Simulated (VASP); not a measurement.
# Re (Fm-3m) in VASP: single point with PBEsol

Aim: the single point of Re with PBEsol.

Program: VASP 6.6.1. These are calculated values, not measurements. Logs are shortened: lines on timing, memory, paths and dates and some standing lists are left out, and cuts for length are marked.

## 1. The cell of the first run

Symmetry: Fm-3m, No. 225, cubic system. Conventional cell: a = 3.881 Å, b = 3.881 Å, c = 3.881 Å, α = 90.00°, β = 90.00°, γ = 90.00°. Re (site symmetry m-3m) has 12 Re at 2.74 Å within 3.6 Å.

## 2. Single point, PBEsol

INCAR reads:

```
SYSTEM = Re
PREC = Accurate ; ENCUT = 520
EDIFF = 1E-6 ; ISMEAR = -1
SIGMA = 0.13605693000000002 ; LREAL = .FALSE.
LASPH = .TRUE. ; NELM = 60
ALGO = Normal ; ISIF = 2
LWAVE = .FALSE. ; LCHARG = .TRUE.
GGA = PS ; LELF = .TRUE.
LVHAR = .TRUE. ; NBANDS = 10
```

KPOINTS reads:

```
regular mesh
0
G
  15 15 15
  0 0 0
```

POSCAR reads:

```
Re
1.0
    0.0000000000      1.9402759377      1.9402759377
    1.9402759377      0.0000000000      1.9402759377
    1.9402759377      1.9402759377      0.0000000000
Re
1
Direct
    0.0000000000      0.0000000000      0.0000000000
```

Potentials or basis: VASP PAW PBE potentials, release 64 (Re).

The run is started by

```bash
cat potpaw_PBE.64/Re/POTCAR > POTCAR
mpirun -np 1 vasp_std > vasp.out
```

OUTCAR:

```text
SYSTEM = Re
   PREC = Accurate
   ENCUT = 520
   EDIFF = 1E-6
   ISMEAR = -1
   LREAL = .FALSE.
   LASPH = .TRUE.
   NELM = 60
   ISIF = 2
   GGA = PS

 ion  position               nearest neighbor table
   1  0.000  0.000  0.000-

  LATTYP: Found a face centered cubic cell.
 ALAT       =     3.8805518754

  Lattice vectors:

 A1 = (   0.0000000000,   1.9402759377,   1.9402759377)
 A2 = (   1.9402759377,   0.0000000000,   1.9402759377)
 A3 = (   1.9402759377,   1.9402759377,   0.0000000000)

Analysis of symmetry for initial positions (statically):
=====================================================================
 Subroutine PRICEL returns:
 Original cell was already a primitive cell.

 Routine SETGRP: Setting up the symmetry group for a
 face centered cubic supercell.

 Subroutine GETGRP returns: Found 48 space group operations
[... 9 lines left out ...]

 Routine SETGRP: Setting up the symmetry group for a
 face centered cubic supercell.

 Subroutine GETGRP returns: Found 48 space group operations
[... 11 lines left out ...]
                                     Primitive cell

  volume of cell :      14.6090

  direct lattice vectors                    reciprocal lattice vectors
     0.000000000  1.940275938  1.940275938    -0.257695305  0.257695305  0.257695305
     1.940275938  0.000000000  1.940275938     0.257695305 -0.257695305  0.257695305
     1.940275938  1.940275938  0.000000000     0.257695305  0.257695305 -0.257695305

  length of vectors
     2.743964546  2.743964546  2.743964546     0.446341362  0.446341362  0.446341362

  position of ions in fractional coordinates (direct lattice)
     0.000000000  0.000000000  0.000000000

  ion indices of the primitive-cell ions
   primitive index   ion index
                 1           1

----------------------------------------------------------------------------------------

 KPOINTS: regular mesh

Automatic generation of k-mesh.
 Grid dimensions read from file:
 generate k-points for:   15   15   15

 Generating k-lattice:

  Cartesian coordinates                     Fractional coordinates (reciprocal lattice)
    -0.017179687  0.017179687  0.017179687     0.066666667  0.000000000  0.000000000
     0.017179687 -0.017179687  0.017179687     0.000000000  0.066666667  0.000000000
     0.017179687  0.017179687 -0.017179687     0.000000000  0.000000000  0.066666667

  Length of vectors
     0.029756091  0.029756091  0.029756091

  Shift w.r.t. Gamma in fractional coordinates (k-lattice)
     0.000000000  0.000000000  0.000000000

 Subroutine IBZKPT returns following result:
 ===========================================

 Found    120 irreducible k-points:

 Following reciprocal coordinates:
            Coordinates               Weight
  0.000000  0.000000  0.000000      1.000000
  0.066667  0.000000  0.000000      8.000000
  0.133333  0.000000  0.000000      8.000000
  0.200000  0.000000  0.000000      8.000000
  0.266667  0.000000  0.000000      8.000000
  0.333333  0.000000  0.000000      8.000000
[... 16 lines left out ...]
  0.133333  0.133333  0.000000      6.000000
  0.200000  0.133333  0.000000     24.000000
 [... further k-points ...]
   k-points           NKPTS =    120   k-points in BZ     NKDIM =    120   number of bands    NBANDS=     10
   number of dos      NEDOS =    301   number of ions     NIONS =      1
   total plane-waves  NPLWV =   8000
   dimension x,y,z NGX =    20 NGY =   20 NGZ =   20
   dimension x,y,z NGXF=    40 NGYF=   40 NGZF=   40
   ions per type =               1
   NGX,Y,Z   is equivalent  to a cutoff of  12.12, 12.12, 12.12 a.u.
   NGXF,Y,Z  is equivalent  to a cutoff of  24.23, 24.23, 24.23 a.u.
 SYSTEM =  Re
   PREC   = accura    normal or accurate (medium, high low for compatibility)
   ISTART =      0    job   : 0-new  1-cont  2-samecut
   ICHARG =      2    charge: 1-file 2-atom 10-const
   ISPIN  =      1    spin polarized calculation?
   LNONCOLLINEAR =      F non collinear calculations
   LSORBIT =      F    spin-orbit coupling
   LASPH  =      T    aspherical Exc in radial PAW
   ENCUT  =  520.0 eV  38.22 Ry    6.18 a.u.   5.10  5.10  5.10*2*pi/ulx,y,z
   NELM   =     60;   NELMIN=  2; NELMDL= -5     # of ELM steps
   EDIFF  = 0.1E-05   stopping-criterion for ELM
   LREAL  =      F    real-space projection
   EDIFFG = 0.1E-04   stopping-criterion for IOM
   NSW    =      0    number of steps for IOM
   IBRION =     -1    ionic relax: 0-MD 1-quasi-New 2-CG
   NFREE  =      0    steps in history (QN), initial steepest desc. (CG)
   ISIF   =      2    stress and relaxation
   ISYM   =      2    0-nonsym 1-usesym 2-fastsym
   POTIM  = 0.5000    time-step for ionic-motion
   TEBEG  =    0.0;   TEEND  =   0.0 temperature during run
   PSTRESS=    0.0 pullay stress
   NELECT =       7.0000    total number of electrons
   NUPDOWN=      -1.0000    fix difference up-down
   EMIN   =  10.00;   EMAX   =-10.00  energy-range for DOS
   EFERMI =   0.00;   METHOD = LEGACY
   ISMEAR =    -1;   SIGMA  =   0.14  broadening in eV -4-tet -1-fermi 0-gaus
   EFERMI_NEDOS =   21; number of points for ismear=-14 and -15
   IALGO  =     38    algorithm
   IMIX   =      4    mixing-type and parameters
     AMIX     =   0.40;   BMIX     =  1.00
     AMIX_MAG =   1.60;   BMIX_MAG =  1.00
  volume/ion in A,a.u.               =      14.61        98.59
  Fermi-wavevector in a.u.,A,eV,Ry     =   1.281054  2.420841 22.328503  1.641099
  Thomas-Fermi vector in A             =   2.413446
   LORBIT       =      0    0 simple, 1 ext, 2 COOP (PROOUT), +10 PAW based schemes
   GGA     = PS    functional components
   LHFCALC =     F    Hartree Fock is set to
   AEXX    =    0.0000 exact exchange contribution
   IVDW    =     0    specifies the selected vdW correction
   LEPSILON=     F    determine dielectric tensor
   LRPA    =     F    only Hartree local field effects (RPA)
 non-spin polarized calculation
  energy-cutoff  :      520.00
  volume of cell :       14.61
 maximum number of plane-waves:       411
   NGX = 11   NGY = 11   NGZ = 11

 number of electron       7.0000001 magnetization

 Free energy of the ion-electron system (eV)
  ---------------------------------------------------
  ext. energy  EPLUGINS =         0.00000000
  ---------------------------------------------------
  free energy    TOTEN  =       -13.32803474 eV

  energy without entropy =      -13.27658205  energy(sigma->0) =      -13.30230839

 E-fermi :   8.0558     XC(G=0): -13.8591

 val. band max:        8.0212080085   @ k =   0.2667   0.2000   0.0000
 cond. band min:       8.0677555356   @ k =   0.3333   0.2000   0.0000
 fundamental gap:      0.0465475271
 Fermi energy:         8.0557914279

 k-point     1 :       0.0000    0.0000    0.0000
  band No.  band energies     occupation
      1      -2.1388      2.00000
      2       6.1383      2.00000
      3       6.1383      2.00000
      4       6.1383      2.00000
      5       9.3624      0.00013
      6       9.3624      0.00013
      7      22.0359      0.00000
      8      27.7074      0.00000
      9      27.7074      0.00000
     10      27.7074      0.00000

 k-point     2 :       0.0667    0.0000    0.0000
  band No.  band energies     occupation
      1      -1.9301      2.00000
      2       5.9959      2.00000
      3       6.2364      2.00000
      4       6.2364      2.00000
      5       9.2829      0.00024
      6       9.2829      0.00024
      7      22.4426      0.00000
      8      26.6852      0.00000
      9      28.0901      0.00000
     10      28.0901      0.00000

 k-point     3 :       0.1333    0.0000    0.0000
  band No.  band energies     occupation
      1      -1.3382      2.00000
      2       5.6556      2.00000
      3       6.4721      1.99998
      4       6.4721      1.99998
      5       9.1352      0.00072
      6       9.1352      0.00072
      7      23.4556      0.00000
      8      25.0770      0.00000
      9      29.1871      0.00000
     10      29.1871      0.00000

 k-point     4 :       0.2000    0.0000    0.0000
  band No.  band energies     occupation
      1      -0.4828      2.00000
      2       5.3396      2.00000
      3       6.6486      1.99994
      4       6.6486      1.99994
      5       9.1846      0.00050
      6       9.1846      0.00050
      7      23.0622      0.00000
      8      25.2972      0.00000
      9      30.8655      0.00000
     10      30.8655      0.00000

 k-point     5 :       0.2667    0.0000    0.0000
  band No.  band energies     occupation
      1       0.3834      2.00000
      2       5.3618      2.00000
      3       6.5681      1.99996
      4       6.5681      1.99996
      5       9.6747      0.00001
      6       9.6747      0.00001
      7      21.7034      0.00000
      8      25.8398      0.00000
      9      32.5863      0.00000
     10      32.8364      0.00000

 k-point     6 :       0.3333    0.0000    0.0000
  band No.  band energies     occupation
      1       0.9314      2.00000
      2       6.0170      2.00000
      3       6.3194      1.99999
      4       6.3194      1.99999
      5      10.4917      0.00000
      6      10.4917      0.00000
      7      20.4674      0.00000
      8      24.3917      0.00000
      9      31.6404      0.00000
     10      31.6420      0.00000
[... 183 lines left out ...]
 k-point    21 :      -0.1333    0.0667    0.0000
  band No.  band energies     occupation
      1      -0.9003      2.00000
      2       5.3857      2.00000
      3       6.6350      1.99994
      4       6.6577      1.99993
      5       8.6533      0.02447
      6       9.5124      0.00004
      7      24.0394      0.00000
      8      24.7858      0.00000
      9      28.8030      0.00000
     10      30.5781      0.00000

 k-point    22 :      -0.0667    0.0667    0.0000
  band No.  band energies     occupation
      1      -1.5920      2.00000
      2       5.7526      2.00000
      3       6.3753      1.99999
      4       6.4312      1.99999
      5       8.9663      0.00248
      6       9.3848      0.00011
      7      23.0815      0.00000
      8      25.8633      0.00000
      9      28.0557      0.00000
     10      29.0203      0.00000

 k-point    23 :       0.1333    0.1333    0.0000
  band No.  band energies     occupation
      1      -1.0656      2.00000
      2       5.2169      2.00000
      3       6.8148      1.99978
      4       6.8148      1.99978
      5       8.2273      0.44173
      6       9.7250      0.00001
      7      24.1018      0.00000
      8      26.1943      0.00000
      9      28.2690      0.00000
     10      28.2690      0.00000

 k-point    24 :       0.2000    0.1333    0.0000
  band No.  band energies     occupation
      1      -0.4067      2.00000
      2       4.8234      2.00000
      3       6.9973      1.99916
      4       7.1451      1.99752
      5       7.9909      1.23400
      6       9.9149      0.00000
      7      25.0758      0.00000
      8      25.4746      0.00000
      9      28.6827      0.00000
     10      29.1988      0.00000

 [... further k-points ...]
[... 5 lines left out ...]
  --------------------------------------------------------------------------------------
  -------------------------------------------------------------------------------------
  Total        0.0157446      0.0157446      0.0157446      0.0000000     -0.0000000      0.0000000
  in kB        1.7267210      1.7267210      1.7267210      0.0000000     -0.0000000      0.0000000
  external PRESSURE =       1.7267210 kB  Pullay stress =       0.0000000 kB

 VOLUME and BASIS-vectors are now :
 -----------------------------------------------------------------------------
  energy-cutoff  :      520.00
  volume of cell :       14.61
      direct lattice vectors                 reciprocal lattice vectors
     0.000000000  1.940275938  1.940275938    -0.257695305  0.257695305  0.257695305
     1.940275938  0.000000000  1.940275938     0.257695305 -0.257695305  0.257695305
     1.940275938  1.940275938  0.000000000     0.257695305  0.257695305 -0.257695305

 POSITION                                       TOTAL-FORCE (eV/Angst)
 -----------------------------------------------------------------------------------
      0.00000      0.00000      0.00000         0.000000     -0.000000     -0.000000
 -----------------------------------------------------------------------------------
    total drift:                                0.000000      0.000000     -0.000000

  FREE ENERGIE OF THE ION-ELECTRON SYSTEM (eV)
  ---------------------------------------------------
  free  energy   TOTEN  =       -13.3280347374 eV

  energy  without entropy=      -13.2765820471  energy(sigma->0) =      -13.30230839
```

Run time: 6.8 s. Hardware: 1 thread of Intel Xeon 6975P-C (Granite Rapids), shared host; peak memory 0.13 GiB.

What came out:

```
Free energy : -13.3280 eV
Pressure    : 0.2 GPa
```

Caveat: the PAW data sets were made with another functional, which shifts forces and pressure a little; spin-orbit coupling is left out, which moves the levels of the heavy elements.
